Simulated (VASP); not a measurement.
A run of VASP 6.6.1 is set up as follows.

File INCAR:

```
PREC = Accurate
ENCUT = 520
EDIFF = 1E-7
ISMEAR = 0
SIGMA = 0.05
LREAL = F
LASPH = T
NELM = 80
ALGO = Normal
ISIF = 2
LWAVE = F
LCHARG = F
GGA = CA
NBANDS = 16
```

Contents of KPOINTS:

```
regular mesh
0
Gamma
  10 10 10
```

File POSCAR:

```
ZnSe
1.0
    0.0000000000      2.6339394489      2.9738505689
    2.9738505689      0.0000000000      2.9738505689
    2.9738505689      2.6339394489      0.0000000000
Zn Se
1 1
Direct
    0.0000000000      0.0000000000      0.0000000000
    0.7500000000      0.7500000000      0.7500000000
```

Potentials or basis: VASP PAW LDA potentials, release 64 (Zn, Se).

Run with:

```console
$ cat potpaw_LDA.64/Zn/POTCAR potpaw_LDA.64/Se/POTCAR > POTCAR
$ mpirun -np 1 vasp_std > vasp.out
```

(1) Predict the pressure.

(2) What does it give for the band gap on the k mesh?

Answers

(1) -4.6 GPa.

(2) 0.70 eV, direct.
